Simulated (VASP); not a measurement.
# AgB2 (P6/mmm) in VASP: further runs, part 2 of 2

VASP 6.6.1.

### 6 Single point, PBE

This run uses another cell than the first one, of 10.75 Å³/atom, 1.111 times its volume.

Contents of INCAR:

```
SYSTEM = AgB2
PREC = Accurate
ENCUT = 520
EDIFF = 1E-6
ISMEAR = 1
SIGMA = 0.1
LREAL = .False.
LASPH = .True.
NELM = 100
ALGO = Normal
ISIF = 2
LWAVE = .False.
LCHARG = .False.
GGA = PE
NBANDS = 16
```

Contents of KPOINTS:

```
Automatic mesh
0
Gamma
  11 11 7
  0 0 0
```

Contents of POSCAR:

```
AgB2
1.0
    3.0268040000      0.0000000000      0.0000000000
   -1.5134020000      2.6212890000      0.0000000000
    0.0000000000      0.0000000000      4.0639220000
Ag B
1 2
Direct
    0.0000000000      0.0000000000      0.0000000000
    0.3333333333      0.6666666667      0.5000000000
    0.6666666667      0.3333333333      0.5000000000
```

Potentials or basis: VASP PAW PBE potentials, release 64 (Ag, B).

Command:

```console
cat potpaw_PBE.64/Ag/POTCAR potpaw_PBE.64/B/POTCAR > POTCAR
mpirun -np 1 vasp_std > vasp.out
```

OUTCAR:

```text
SYSTEM = AgB2
   PREC = Accurate
   ENCUT = 520
   EDIFF = 1E-6
   ISMEAR = 1
   LREAL = .False.
   LASPH = .True.
   NELM = 100
   ISIF = 2
   GGA = PE

 ion  position               nearest neighbor table
   1  0.000  0.000  0.000-   2 2.68   2 2.68   3 2.68   3 2.68   2 2.68   3 2.68   2 2.68   3 2.68
                             3 2.68   3 2.68   2 2.68   2 2.68
   2  0.333  0.667  0.500-   3 1.75   3 1.75   3 1.75   1 2.68   1 2.68   1 2.68   1 2.68   1 2.68
                             1 2.68
   3  0.667  0.333  0.500-   2 1.75   2 1.75   2 1.75   1 2.68   1 2.68   1 2.68   1 2.68   1 2.68
                             1 2.68

  LATTYP: Found a hexagonal cell.
 ALAT       =     3.0268040000
 C/A-ratio  =     1.3426445848

  Lattice vectors:

 A1 = (   3.0268040000,   0.0000000000,   0.0000000000)
 A2 = (  -1.5134020000,   2.6212890000,   0.0000000000)
 A3 = (   0.0000000000,   0.0000000000,   4.0639220000)

Analysis of symmetry for initial positions (statically):
=====================================================================
 Subroutine PRICEL returns:
 Original cell was already a primitive cell.

 Routine SETGRP: Setting up the symmetry group for a
 hexagonal supercell.

 Subroutine GETGRP returns: Found 24 space group operations
 (whereof 24 operations were pure point group operations)
 out of a pool of 24 trial point group operations.

The static configuration has the point symmetry D_6h.

Analysis of symmetry for dynamics (positions and initial velocities):
=====================================================================
 Subroutine PRICEL returns:
 Original cell was already a primitive cell.

 Routine SETGRP: Setting up the symmetry group for a
 hexagonal supercell.

 Subroutine GETGRP returns: Found 24 space group operations
 (whereof 24 operations were pure point group operations)
 out of a pool of 24 trial point group operations.

The dynamic configuration has the point symmetry D_6h.

 Subroutine INISYM returns: Found 24 space group operations
 (whereof 24 operations are pure point group operations),
 and found     1 'primitive' translations

----------------------------------------------------------------------------------------

                                     Primitive cell

  volume of cell :      32.2437

  direct lattice vectors                    reciprocal lattice vectors
     3.026804000  0.000000000  0.000000000     0.330381485  0.190745851  0.000000000
    -1.513402000  2.621289000  0.000000000     0.000000000  0.381491701  0.000000000
     0.000000000  0.000000000  4.063922000     0.000000000  0.000000000  0.246067715

  length of vectors
     3.026804000  3.026803865  4.063922000     0.381491684  0.381491701  0.246067715

  position of ions in fractional coordinates (direct lattice)
     0.000000000  0.000000000  0.000000000
     0.333333333  0.666666667  0.500000000
     0.666666667  0.333333333  0.500000000

  ion indices of the primitive-cell ions
   primitive index   ion index
                 1           1
                 2           2
                 3           3

----------------------------------------------------------------------------------------

 KPOINTS: Automatic mesh

Automatic generation of k-mesh.
 Grid dimensions read from file:
 generate k-points for:   11   11    7

 Generating k-lattice:

  Cartesian coordinates                     Fractional coordinates (reciprocal lattice)
     0.030034680  0.017340532  0.000000000     0.090909091  0.000000000  0.000000000
     0.000000000  0.034681064  0.000000000     0.000000000  0.090909091  0.000000000
     0.000000000  0.000000000  0.035152531     0.000000000  0.000000000  0.142857143

  Length of vectors
     0.034681062  0.034681064  0.035152531

  Shift w.r.t. Gamma in fractional coordinates (k-lattice)
     0.000000000  0.000000000  0.000000000

 Subroutine IBZKPT returns following result:
 ===========================================

 Found     64 irreducible k-points:

 Following reciprocal coordinates:
            Coordinates               Weight
  0.000000  0.000000  0.000000      1.000000
  0.090909 -0.000000  0.000000      6.000000
  0.181818 -0.000000  0.000000      6.000000
  0.272727 -0.000000  0.000000      6.000000
  0.363636 -0.000000  0.000000      6.000000
  0.454545 -0.000000  0.000000      6.000000
[... 16 lines left out ...]
  0.090909  0.090909  0.142857     12.000000
  0.181818  0.090909  0.142857     24.000000
 [... further k-points ...]
   k-points           NKPTS =     64   k-points in BZ     NKDIM =     64   number of bands    NBANDS=     16
   number of dos      NEDOS =    301   number of ions     NIONS =      3
   total plane-waves  NPLWV =  17280
   dimension x,y,z NGX =    24 NGY =   24 NGZ =   30
   dimension x,y,z NGXF=    48 NGYF=   48 NGZF=   60
   ions per type =               1   2
   NGX,Y,Z   is equivalent  to a cutoff of  13.18, 13.18, 12.27 a.u.
   NGXF,Y,Z  is equivalent  to a cutoff of  26.36, 26.36, 24.54 a.u.
 SYSTEM =  AgB2
   PREC   = accura    normal or accurate (medium, high low for compatibility)
   ISTART =      0    job   : 0-new  1-cont  2-samecut
   ICHARG =      2    charge: 1-file 2-atom 10-const
   ISPIN  =      1    spin polarized calculation?
   LNONCOLLINEAR =      F non collinear calculations
   LSORBIT =      F    spin-orbit coupling
   LASPH  =      T    aspherical Exc in radial PAW
   ENCUT  =  520.0 eV  38.22 Ry    6.18 a.u.   5.63  5.63  7.56*2*pi/ulx,y,z
   NELM   =    100;   NELMIN=  2; NELMDL= -5     # of ELM steps
   EDIFF  = 0.1E-05   stopping-criterion for ELM
   LREAL  =      F    real-space projection
   EDIFFG = 0.1E-04   stopping-criterion for IOM
   NSW    =      0    number of steps for IOM
   IBRION =     -1    ionic relax: 0-MD 1-quasi-New 2-CG
   NFREE  =      0    steps in history (QN), initial steepest desc. (CG)
   ISIF   =      2    stress and relaxation
   ISYM   =      2    0-nonsym 1-usesym 2-fastsym
   POTIM  = 0.5000    time-step for ionic-motion
   TEBEG  =    0.0;   TEEND  =   0.0 temperature during run
   PSTRESS=    0.0 pullay stress
   NELECT =      17.0000    total number of electrons
   NUPDOWN=      -1.0000    fix difference up-down
   EMIN   =  10.00;   EMAX   =-10.00  energy-range for DOS
   EFERMI =   0.00;   METHOD = LEGACY
   ISMEAR =     1;   SIGMA  =   0.10  broadening in eV -4-tet -1-fermi 0-gaus
   EFERMI_NEDOS =   21; number of points for ismear=-14 and -15
   IALGO  =     38    algorithm
   IMIX   =      4    mixing-type and parameters
     AMIX     =   0.40;   BMIX     =  1.00
     AMIX_MAG =   1.60;   BMIX_MAG =  1.00
  volume/ion in A,a.u.               =      10.75        72.53
  Fermi-wavevector in a.u.,A,eV,Ry     =   1.322542  2.499243 23.798202  1.749118
  Thomas-Fermi vector in A             =   2.452216
   LORBIT       =      0    0 simple, 1 ext, 2 COOP (PROOUT), +10 PAW based schemes
   GGA     = PE    functional components
   LHFCALC =     F    Hartree Fock is set to
   AEXX    =    0.0000 exact exchange contribution
   IVDW    =     0    specifies the selected vdW correction
   LEPSILON=     F    determine dielectric tensor
   LRPA    =     F    only Hartree local field effects (RPA)
 non-spin polarized calculation
 Methfessel and Paxton  Order N= 1 SIGMA  =   0.10
  energy-cutoff  :      520.00
  volume of cell :       32.24
 maximum number of plane-waves:       891
 NGX is ok and might be reduce to    24
   NGX = 11   NGY = 11   NGZ = 15

 number of electron      16.9999996 magnetization

 Free energy of the ion-electron system (eV)
  ---------------------------------------------------
  ext. energy  EPLUGINS =         0.00000000
  ---------------------------------------------------
  free energy    TOTEN  =       -14.55968351 eV

  energy without entropy =      -14.55887392  energy(sigma->0) =      -14.55941365

 E-fermi :   7.0290     XC(G=0): -11.9743

 val. band max:        7.0140504873   @ k =   0.2727   0.2727   0.2857
 cond. band min:       7.0319583240   @ k =   0.3636   0.1818   0.2857
 fundamental gap:      0.0179078367
 Fermi energy:         7.0289984617

 k-point     1 :       0.0000    0.0000    0.0000
  band No.  band energies     occupation
      1      -4.9964      2.00000
      2       1.3305      2.00000
      3       2.2004      2.00000
      4       2.2004      2.00000
      5       3.1295      2.00000
      6       3.1295      2.00000
[... 8 lines left out ...]
     15      23.5538      0.00000
     16      24.5902      0.00000
[... 419 lines left out ...]
 k-point    24 :       0.1818    0.0909    0.1429
  band No.  band energies     occupation
      1      -3.8578      2.00000
      2       1.4487      2.00000
      3       1.7925      2.00000
      4       1.9756      2.00000
      5       2.8260      2.00000
      6       2.8943      2.00000
[... 8 lines left out ...]
     15      19.9322      0.00000
     16      22.9887      0.00000

 [... further k-points ...]
[... 5 lines left out ...]
  --------------------------------------------------------------------------------------
  -------------------------------------------------------------------------------------
  Total       -0.1177188     -0.1177188     -0.1583206      0.0000000      0.0000000      0.0000000
  in kB       -5.8494062     -5.8494055     -7.8668972      0.0000000      0.0000000      0.0000000
  external PRESSURE =      -6.5219030 kB  Pullay stress =       0.0000000 kB

 VOLUME and BASIS-vectors are now :
 -----------------------------------------------------------------------------
  energy-cutoff  :      520.00
  volume of cell :       32.24
      direct lattice vectors                 reciprocal lattice vectors
     3.026804000  0.000000000  0.000000000     0.330381485  0.190745851  0.000000000
    -1.513402000  2.621289000  0.000000000     0.000000000  0.381491701  0.000000000
     0.000000000  0.000000000  4.063922000     0.000000000  0.000000000  0.246067715

 POSITION                                       TOTAL-FORCE (eV/Angst)
 -----------------------------------------------------------------------------------
      0.00000      0.00000      0.00000        -0.000000      0.000000      0.000000
     -0.00000      1.74753      2.03196        -0.000000     -0.000000      0.000000
      1.51340      0.87376      2.03196         0.000000      0.000000      0.000000
 -----------------------------------------------------------------------------------
    total drift:                               -0.000000      0.000000     -0.000000

  FREE ENERGIE OF THE ION-ELECTRON SYSTEM (eV)
  ---------------------------------------------------
  free  energy   TOTEN  =       -14.5596835088 eV

  energy  without entropy=      -14.5588739235  energy(sigma->0) =      -14.55941365
```

OSZICAR:

```text
N       E                     dE             d eps       ncg     rms          rms(c)
DAV:   1     0.647071528098E+02    0.64707E+02   -0.77516E+03  2056   0.957E+02
DAV:   2    -0.166635290143E+02   -0.81371E+02   -0.73440E+02  2720   0.210E+02
DAV:   3    -0.184515691219E+02   -0.17880E+01   -0.17821E+01  2248   0.322E+01
DAV:   4    -0.184571385231E+02   -0.55694E-02   -0.55689E-02  2736   0.194E+00
DAV:   5    -0.184571825221E+02   -0.43999E-04   -0.43999E-04  2248   0.169E-01    0.107E+01
DAV:   6    -0.150339098393E+02    0.34233E+01   -0.77668E+00  2496   0.421E+01    0.120E+01
DAV:   7    -0.146071608989E+02    0.42675E+00   -0.18053E+00  2136   0.154E+01    0.412E+00
DAV:   8    -0.145630472150E+02    0.44114E-01   -0.19677E-01  2384   0.455E+00    0.917E-01
DAV:   9    -0.145599934498E+02    0.30538E-02   -0.62653E-03  2464   0.117E+00    0.356E-01
DAV:  10    -0.145597182392E+02    0.27521E-03   -0.17172E-03  2160   0.470E-01    0.424E-02
DAV:  11    -0.145596819370E+02    0.36302E-04   -0.10983E-04  2480   0.149E-01    0.117E-02
DAV:  12    -0.145596835691E+02   -0.16321E-05   -0.10557E-05  2488   0.270E-02    0.280E-03
DAV:  13    -0.145596835088E+02    0.60212E-07   -0.28158E-07  1360   0.556E-03
   1 F= -.14559684E+02 E0= -.14559414E+02  d E =-.809585E-03
```

Run time: 16 s. Hardware: 1 thread of AMD EPYC 9R45 (Zen 5), shared host; peak memory 0.13 GiB.

Results:

```
Free energy : -14.5597 eV
Pressure    : -0.7 GPa
```

Stress tensor (GPa, compression positive):
```
-0.58  0.00  0.00
 0.00 -0.58  0.00
 0.00  0.00 -0.79
```

Levels at points of the mesh, in eV from the Fermi level:
```csv
k point,band 4,band 5,band 6,band 7,band 8,band 9,band 10,band 11,band 12,band 13
"(0.00, 0.00, 0.00)",-4.83,-3.90,-3.90,-3.75,1.25,1.28,1.28,7.52,7.52,9.36
```

### 7 Summary

```csv
cell,gap on the mesh (eV),pressure (GPa)
"a = 2.922, b = 2.922, c = 3.924 Å, angles 90.0, 90.0, 120.0°, 3 atoms",none,19.2
"a = 2.949, b = 2.949, c = 3.960 Å, angles 90.0, 90.0, 120.0°, 3 atoms",none,13.2
"a = 2.975, b = 2.975, c = 3.995 Å, angles 90.0, 90.0, 120.0°, 3 atoms",none,8.0
"a = 3.001, b = 3.001, c = 4.030 Å, angles 90.0, 90.0, 120.0°, 3 atoms",none,3.4
"a = 3.027, b = 3.027, c = 4.064 Å, angles 90.0, 90.0, 120.0°, 3 atoms",none,-0.7
```

Alike in all rows: task single point; level PBE; potentials or basis VASP PAW PBE potentials, release 64 (Ag, B); no spin polarisation; k mesh 11 × 11 × 7; cutoff (eV) 520; smearing methfessel-paxton 0.1 eV.

Absolute energies hang on the potentials; compare differences alone.
